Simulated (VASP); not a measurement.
# AlNi3 (Fm-3m) in VASP: notebook

AlNi3 is run at these levels: PBE; tasks: single point.

Program: VASP 6.6.1. These are calculated values, not measurements. Logs are shortened: lines on timing, memory, paths and dates and some standing lists are left out, and cuts for length are marked.

## 1. The cell of the first run

It takes space group Fm-3m (No. 225, cubic). Conventional cell: a = 5.783 Å, b = 5.783 Å, c = 5.783 Å, α = 90.00°, β = 90.00°, γ = 90.00°. Al (site symmetry m-3m) has 14 Ni at 2.50 to 2.89 Å within 3.3 Å. Within 3.3 Å of Ni (site symmetry -43m) lie 4 Al at 2.50 Å and 10 Ni at 2.50 to 2.89 Å. Ni (site symmetry m-3m) has 8 Ni at 2.50 Å and 6 Al at 2.89 Å within 3.3 Å.

## 2. Single point, PBE, collinear spin, ferromagnetic start (12.09 Å³/atom)

Contents of INCAR:

```
SYSTEM = AlNi3
  PREC = Accurate
  ENCUT = 520
  EDIFF = 1E-6
  ISMEAR = 0
  SIGMA = 0.15
  LREAL = .FALSE.
  LASPH = .TRUE.
  NELM = 150
  ALGO = Normal
  ISIF = 2
  LWAVE = .FALSE.
  LCHARG = .TRUE.
  ISPIN = 2
  MAGMOM = 0 0.875 0.875 0.875
  LORBIT = 11
  NUPDOWN = 2.625
  LMAXMIX = 4
  GGA = PE
  LELF = .TRUE.
  LVHAR = .TRUE.
  NBANDS = 28
```

Contents of KPOINTS:

```
Automatic mesh
0
G
  14 14 14
  0 0 0
```

Contents of POSCAR:

```
AlNi3
1.0
    0.0000000000      2.8915329726      2.8915329726
    2.8915329726      0.0000000000      2.8915329726
    2.8915329726      2.8915329726      0.0000000000
Al Ni
1 3
Direct
    0.5000000000      0.5000000000      0.5000000000
    0.2500000000      0.2500000000      0.2500000000
    0.0000000000      0.0000000000      0.0000000000
    0.7500000000      0.7500000000      0.7500000000
```

Potentials or basis: VASP PAW PBE potentials, release 64 (Al, Ni).

On the command line:

```sh
cat potpaw_PBE.64/Al/POTCAR potpaw_PBE.64/Ni/POTCAR > POTCAR
mpirun -np 1 vasp_std > vasp.out
```

OUTCAR:

```text
SYSTEM = AlNi3
   PREC = Accurate
   ENCUT = 520
   EDIFF = 1E-6
   ISMEAR = 0
   LREAL = .FALSE.
   LASPH = .TRUE.
   NELM = 150
   ISIF = 2
   ISPIN = 2
   LORBIT = 11
   NUPDOWN = 2.625
   GGA = PE

 ion  position               nearest neighbor table
   1  0.500  0.500  0.500-   2 2.50   2 2.50   2 2.50   4 2.50   4 2.50   4 2.50   4 2.50   2 2.50
                             3 2.89   3 2.89   3 2.89   3 2.89   3 2.89   3 2.89
   2  0.250  0.250  0.250-   3 2.50   3 2.50   3 2.50   1 2.50   1 2.50   1 2.50   3 2.50   1 2.50
                             4 2.89   4 2.89   4 2.89   4 2.89   4 2.89   4 2.89
   3  0.000  0.000  0.000-   4 2.50   4 2.50   4 2.50   2 2.50   2 2.50   2 2.50   4 2.50   2 2.50
                             1 2.89   1 2.89   1 2.89   1 2.89   1 2.89   1 2.89
   4  0.750  0.750  0.750-   1 2.50   1 2.50   1 2.50   3 2.50   3 2.50   3 2.50   3 2.50   1 2.50
                             2 2.89   2 2.89   2 2.89   2 2.89   2 2.89   2 2.89

  LATTYP: Found a face centered cubic cell.
 ALAT       =     5.7830659452

  Lattice vectors:

 A1 = (   0.0000000000,   2.8915329726,   2.8915329726)
 A2 = (   2.8915329726,   0.0000000000,   2.8915329726)
 A3 = (   2.8915329726,   2.8915329726,   0.0000000000)

Analysis of symmetry for initial positions (statically):
=====================================================================
 Subroutine PRICEL returns:
 Original cell was already a primitive cell.

 Routine SETGRP: Setting up the symmetry group for a
 face centered cubic supercell.

 Subroutine GETGRP returns: Found 48 space group operations
 (whereof 48 operations were pure point group operations)
 out of a pool of 48 trial point group operations.

The static configuration has the point symmetry O_h .

Analysis of symmetry for dynamics (positions and initial velocities):
=====================================================================
 Subroutine PRICEL returns:
 Original cell was already a primitive cell.

 Routine SETGRP: Setting up the symmetry group for a
 face centered cubic supercell.

 Subroutine GETGRP returns: Found 48 space group operations
 (whereof 48 operations were pure point group operations)
 out of a pool of 48 trial point group operations.

The dynamic configuration has the point symmetry O_h .

Analysis of structural, dynamic, and magnetic symmetry:
=====================================================================
 Subroutine PRICEL returns:
 Original cell was already a primitive cell.

 Routine SETGRP: Setting up the symmetry group for a
 face centered cubic supercell.

 Subroutine GETGRP returns: Found 48 space group operations
 (whereof 48 operations were pure point group operations)
 out of a pool of 48 trial point group operations.

The overall configuration has the point symmetry O_h .

 Subroutine INISYM returns: Found 48 space group operations
 (whereof 48 operations are pure point group operations),
 and found     1 'primitive' translations

----------------------------------------------------------------------------------------

                                     Primitive cell

  volume of cell :      48.3520

  direct lattice vectors                    reciprocal lattice vectors
     0.000000000  2.891532973  2.891532973    -0.172918658  0.172918658  0.172918658
     2.891532973  0.000000000  2.891532973     0.172918658 -0.172918658  0.172918658
     2.891532973  2.891532973  0.000000000     0.172918658  0.172918658 -0.172918658

  length of vectors
     4.089245146  4.089245146  4.089245146     0.299503901  0.299503901  0.299503901

  position of ions in fractional coordinates (direct lattice)
     0.500000000  0.500000000  0.500000000
     0.250000000  0.250000000  0.250000000
     0.000000000  0.000000000  0.000000000
     0.750000000  0.750000000  0.750000000

  ion indices of the primitive-cell ions
   primitive index   ion index
                 1           1
                 2           2
                 3           3
                 4           4

----------------------------------------------------------------------------------------

 KPOINTS: Automatic mesh

Automatic generation of k-mesh.
 Grid dimensions read from file:
 generate k-points for:   14   14   14

 Generating k-lattice:

  Cartesian coordinates                     Fractional coordinates (reciprocal lattice)
    -0.012351333  0.012351333  0.012351333     0.071428571  0.000000000  0.000000000
     0.012351333 -0.012351333  0.012351333     0.000000000  0.071428571  0.000000000
     0.012351333  0.012351333 -0.012351333     0.000000000  0.000000000  0.071428571

  Length of vectors
     0.021393136  0.021393136  0.021393136

  Shift w.r.t. Gamma in fractional coordinates (k-lattice)
     0.000000000  0.000000000  0.000000000

 Subroutine IBZKPT returns following result:
 ===========================================

 Found    104 irreducible k-points:

 Following reciprocal coordinates:
            Coordinates               Weight
  0.000000  0.000000  0.000000      1.000000
  0.071429  0.000000  0.000000      8.000000
  0.142857  0.000000  0.000000      8.000000
  0.214286  0.000000  0.000000      8.000000
  0.285714  0.000000  0.000000      8.000000
  0.357143  0.000000  0.000000      8.000000
[... 16 lines left out ...]
  0.214286  0.142857  0.000000     24.000000
  0.285714  0.142857  0.000000     24.000000
 [... further k-points ...]
   k-points           NKPTS =    104   k-points in BZ     NKDIM =    104   number of bands    NBANDS=     28
   number of dos      NEDOS =    301   number of ions     NIONS =      4
   total plane-waves  NPLWV =  27000
   dimension x,y,z NGX =    30 NGY =   30 NGZ =   30
   dimension x,y,z NGXF=    60 NGYF=   60 NGZF=   60
   ions per type =               1   3
   NGX,Y,Z   is equivalent  to a cutoff of  12.20, 12.20, 12.20 a.u.
   NGXF,Y,Z  is equivalent  to a cutoff of  24.39, 24.39, 24.39 a.u.
 SYSTEM =  AlNi3
   PREC   = accura    normal or accurate (medium, high low for compatibility)
   ISTART =      0    job   : 0-new  1-cont  2-samecut
   ICHARG =      2    charge: 1-file 2-atom 10-const
   ISPIN  =      2    spin polarized calculation?
   LNONCOLLINEAR =      F non collinear calculations
   LSORBIT =      F    spin-orbit coupling
   LASPH  =      T    aspherical Exc in radial PAW
   ENCUT  =  520.0 eV  38.22 Ry    6.18 a.u.   7.60  7.60  7.60*2*pi/ulx,y,z
   NELM   =    150;   NELMIN=  2; NELMDL= -5     # of ELM steps
   EDIFF  = 0.1E-05   stopping-criterion for ELM
   LREAL  =      F    real-space projection
   EDIFFG = 0.1E-04   stopping-criterion for IOM
   NSW    =      0    number of steps for IOM
   IBRION =     -1    ionic relax: 0-MD 1-quasi-New 2-CG
   NFREE  =      0    steps in history (QN), initial steepest desc. (CG)
   ISIF   =      2    stress and relaxation
   ISYM   =      2    0-nonsym 1-usesym 2-fastsym
   POTIM  = 0.5000    time-step for ionic-motion
   TEBEG  =    0.0;   TEEND  =   0.0 temperature during run
   PSTRESS=    0.0 pullay stress
   NELECT =      33.0000    total number of electrons
   NUPDOWN=       2.6250    fix difference up-down
   EMIN   =  10.00;   EMAX   =-10.00  energy-range for DOS
   EFERMI =   0.00;   METHOD = LEGACY
   ISMEAR =     0;   SIGMA  =   0.15  broadening in eV -4-tet -1-fermi 0-gaus
   EFERMI_NEDOS =   21; number of points for ismear=-14 and -15
   IALGO  =     38    algorithm
   IMIX   =      4    mixing-type and parameters
     AMIX     =   0.40;   BMIX     =  1.00
     AMIX_MAG =   1.60;   BMIX_MAG =  1.00
  volume/ion in A,a.u.               =      12.09        81.57
  Fermi-wavevector in a.u.,A,eV,Ry     =   1.441367  2.723789 28.266643  2.077540
  Thomas-Fermi vector in A             =   2.560007
   LORBIT       =     11    0 simple, 1 ext, 2 COOP (PROOUT), +10 PAW based schemes
   GGA     = PE    functional components
   LHFCALC =     F    Hartree Fock is set to
   AEXX    =    0.0000 exact exchange contribution
   IVDW    =     0    specifies the selected vdW correction
   LEPSILON=     F    determine dielectric tensor
   LRPA    =     F    only Hartree local field effects (RPA)
 spin polarized calculation
 Gauss-broadening in eV      SIGMA  =   0.15
  energy-cutoff  :      520.00
  volume of cell :       48.35
 maximum number of plane-waves:      1323
   NGX = 15   NGY = 15   NGZ = 15

 number of electron      32.9999987 magnetization       2.6249998

 Free energy of the ion-electron system (eV)
  ---------------------------------------------------
  ext. energy  EPLUGINS =         0.00000000
  ---------------------------------------------------
  free energy    TOTEN  =       -20.98916232 eV

  energy without entropy =      -20.90618576  energy(sigma->0) =      -20.94767404

 E-fermi :   8.4825     XC(G=0): -12.3320

 val. band max:        9.6543860066   @ k =  -0.2143   0.2143   0.0714
 cond. band min:       8.4827214598   @ k =   0.2143   0.0000   0.0000
 fundamental gap:     -1.1716645468
 Fermi energy:         9.6616548694

 spin component 1

 k-point     1 :       0.0000    0.0000    0.0000
  band No.  band energies     occupation
      1      -0.9156      1.00000
      2       5.0577      1.00000
      3       5.0577      1.00000
      4       5.2380      1.00000
      5       5.2380      1.00000
      6       5.2380      1.00000
[... 20 lines left out ...]
     27      16.9672      0.00000
     28      19.8358      0.00000

 k-point     2 :       0.0714    0.0000    0.0000
  band No.  band energies     occupation
      1      -0.8447      1.00000
      2       5.0399      1.00000
      3       5.0399      1.00000
      4       5.2017      1.00000
      5       5.2900      1.00000
      6       5.2900      1.00000
[... 674 lines left out ...]
 k-point    24 :       0.2857    0.1429    0.0000
  band No.  band energies     occupation
      1       0.1016      1.00000
      2       4.5146      1.00000
      3       5.1926      1.00000
      4       5.2566      1.00000
      5       5.4775      1.00000
      6       5.5403      1.00000
[... 20 lines left out ...]
     27      21.6724      0.00000
     28      21.7097      0.00000

 [... further k-points ...]

 spin component 2

 k-point     1 :       0.0000    0.0000    0.0000
  band No.  band energies     occupation
      1      -0.7489      1.00000
      2       5.6930      1.00000
      3       5.6930      1.00000
      4       5.7479      1.00000
      5       5.7479      1.00000
      6       5.7479      1.00000
[... 20 lines left out ...]
     27      17.2587      0.00000
     28      20.1606      0.00000

 k-point     2 :       0.0714    0.0000    0.0000
  band No.  band energies     occupation
      1      -0.6779      1.00000
      2       5.6370      1.00000
      3       5.6370      1.00000
      4       5.7060      1.00000
      5       5.8399      1.00000
      6       5.8399      1.00000
[... 674 lines left out ...]
 k-point    24 :       0.2857    0.1429    0.0000
  band No.  band energies     occupation
      1       0.2702      1.00000
      2       4.9517      1.00000
      3       5.7103      1.00000
      4       5.8416      1.00000
      5       6.1782      1.00000
      6       6.1863      1.00000
[... 20 lines left out ...]
     27      21.9330      0.00000
     28      21.9670      0.00000

 [... further k-points ...]

------------------------ aborting loop because EDIFF is reached ----------------------------------------

  FORCE on cell =-STRESS in cart. coord.  units (eV):
  Direction    XX          YY          ZZ          XY          YZ          ZX
  --------------------------------------------------------------------------------------
  -------------------------------------------------------------------------------------
  Total       -1.3992860     -1.3992860     -1.3992860     -0.0000000      0.0000000      0.0000000
  in kB      -46.3663210    -46.3663210    -46.3663210     -0.0000000      0.0000000      0.0000000
  external PRESSURE =     -46.3663210 kB  Pullay stress =       0.0000000 kB

 VOLUME and BASIS-vectors are now :
 -----------------------------------------------------------------------------
  energy-cutoff  :      520.00
  volume of cell :       48.35
      direct lattice vectors                 reciprocal lattice vectors
     0.000000000  2.891532973  2.891532973    -0.172918658  0.172918658  0.172918658
     2.891532973  0.000000000  2.891532973     0.172918658 -0.172918658  0.172918658
     2.891532973  2.891532973  0.000000000     0.172918658  0.172918658 -0.172918658

 POSITION                                       TOTAL-FORCE (eV/Angst)
 -----------------------------------------------------------------------------------
      2.89153      2.89153      2.89153         0.000000     -0.000000     -0.000000
      1.44577      1.44577      1.44577        -0.000000     -0.000000     -0.000000
      0.00000      0.00000      0.00000         0.000000     -0.000000     -0.000000
      4.33730      4.33730      4.33730         0.000000      0.000000      0.000000
 -----------------------------------------------------------------------------------
    total drift:                                0.000000     -0.000000      0.000000

  FREE ENERGIE OF THE ION-ELECTRON SYSTEM (eV)
  ---------------------------------------------------
  free  energy   TOTEN  =       -20.9891623237 eV

  energy  without entropy=      -20.9061857645  energy(sigma->0) =      -20.94767404

 total charge

# of ion       s       p       d       tot
------------------------------------------
    1        0.397   0.390   0.000   0.787
    2        0.464   0.478   8.332   9.275
    3        0.462   0.467   8.272   9.200
    4        0.464   0.478   8.332   9.275
--------------------------------------------------
tot          1.787   1.813  24.936  28.536

 magnetization (x)

# of ion       s       p       d       tot
------------------------------------------
    1        0.006   0.029   0.000   0.035
    2        0.021   0.035   0.716   0.772
    3        0.011   0.034   0.866   0.911
    4        0.021   0.035   0.716   0.772
--------------------------------------------------
tot          0.060   0.132   2.298   2.490
```

Run time: 3.3 min. Hardware: 1 thread of Oxide Virtual Turin-like, shared host; peak memory 0.3 GiB.

What came out:

* Free energy: -20.9892 eV
* Pressure: -4.6 GPa
* Net moment: 2.62 μB per cell
* Site moments: Al +0.04; Ni +0.77, +0.91 (each value once) μB
* Valence electrons inside the program's atomic spheres: Al 0.79; Ni 9.28, 9.20 (each value once)

Caveat: the cell stands under tension; the total moment is fixed, so each spin has its own Fermi level and the state may be an excited one.

## 3. Single point, PBE, collinear spin, ferromagnetic start (12.77 Å³/atom)

This run uses another cell than the first one, of 12.77 Å³/atom.

Contents of INCAR:

```
SYSTEM = AlNi3
  PREC = Accurate
  ENCUT = 520
  EDIFF = 1E-6
  ISMEAR = 0
  SIGMA = 0.15
  LREAL = .FALSE.
  LASPH = .TRUE.
  NELM = 150
  ALGO = Normal
  ISIF = 2
  LWAVE = .FALSE.
  LCHARG = .FALSE.
  ISPIN = 2
  MAGMOM = 0 0.375 0.375 0.375
  LORBIT = 11
  NUPDOWN = 1.125
  LMAXMIX = 4
  GGA = PE
  NBANDS = 28
```

KPOINTS is that of step 2.

Contents of POSCAR:

```
AlNi3
1.0
    0.0000000000      2.9450746116      2.9450746116
    2.9450746116      0.0000000000      2.9450746116
    2.9450746116      2.9450746116      0.0000000000
Al Ni
1 3
Direct
    0.5000000000      0.5000000000      0.5000000000
    0.2500000000      0.2500000000      0.2500000000
    0.0000000000      0.0000000000      0.0000000000
    0.7500000000      0.7500000000      0.7500000000
```

Potentials or basis: VASP PAW PBE potentials, release 64 (Al, Ni).

On the command line:

```sh
cat potpaw_PBE.64/Al/POTCAR potpaw_PBE.64/Ni/POTCAR > POTCAR
mpirun -np 1 vasp_std > vasp.out
```

Run time: 7.2 min. Hardware: 1 thread of Oxide Virtual Turin-like, shared host; peak memory 0.32 GiB.

Results (log left out):

```
Free energy                                           : -21.3333 eV
Pressure                                              : -14.5 GPa
Net moment                                            : 1.13 μB per cell
Site moments                                          : Al +0.00; Ni +0.32, +0.47 (each value once) μB
Valence electrons inside the program's atomic spheres : Al 0.75; Ni 9.21, 9.15 (each value once)
```

Caveat: the cell stands under tension; the total moment is fixed, so each spin has its own Fermi level and the state may be an excited one.

## 4. Single point, PBE, collinear spin, ferromagnetic start (12.77 Å³/atom)

This run uses another cell than the first one, of 12.77 Å³/atom.

Contents of INCAR:

```
PREC = Accurate
ENCUT = 520
EDIFF = 1E-7
ISMEAR = 0
SIGMA = 0.15
LREAL = F
LASPH = T
NELM = 150
ALGO = Normal
ISIF = 2
LWAVE = F
LCHARG = F
ISPIN = 2
MAGMOM = 0 0.625 0.625 0.625
LORBIT = 11
NUPDOWN = 1.875
LMAXMIX = 4
GGA = PE
NBANDS = 28
```

Contents of KPOINTS:

```
regular mesh
0
Gamma
  14 14 14
```

POSCAR is that of step 3.

On the command line:

```sh
cat potpaw_PBE.64/Al/POTCAR potpaw_PBE.64/Ni/POTCAR > POTCAR
mpirun -np 1 vasp_std > vasp.out
```

It took 8.2 min on 1 thread of Oxide Virtual Turin-like, shared host; peak memory 0.32 GiB.

It converged, with:

```
Free energy                                           : -21.1633 eV
Pressure                                              : -13.4 GPa
Net moment                                            : 1.88 μB per cell
Site moments                                          : Al +0.01; Ni +0.56, +0.70 (each value once) μB
Valence electrons inside the program's atomic spheres : Al 0.76; Ni 9.21, 9.14 (each value once)
```

Caveat: the cell stands under tension; the total moment is fixed, so each spin has its own Fermi level and the state may be an excited one.

## 5. Summary

```csv
fixed moment (μB),cell,pressure (GPa),moment (μB)
2.625,"a = 4.089 Å, angles 60.0°, 4 atoms",-4.6,2.62
1.125,"a = 4.165 Å, angles 60.0°, 4 atoms",-14.5,1.13
1.875,"a = 4.165 Å, angles 60.0°, 4 atoms",-13.4,1.88
```

Alike in all rows: task single point; level PBE; potentials or basis VASP PAW PBE potentials, release 64 (Al, Ni); spin collinear, ferromagnetic start; k mesh 14 × 14 × 14; cutoff (eV) 520; smearing gaussian 0.15 eV.

Caveats: the cell stands under tension; the total moment is fixed, so each spin has its own Fermi level and the state may be an excited one.

Total energies depend on the potentials used, so only differences within one code and one set of settings carry meaning.
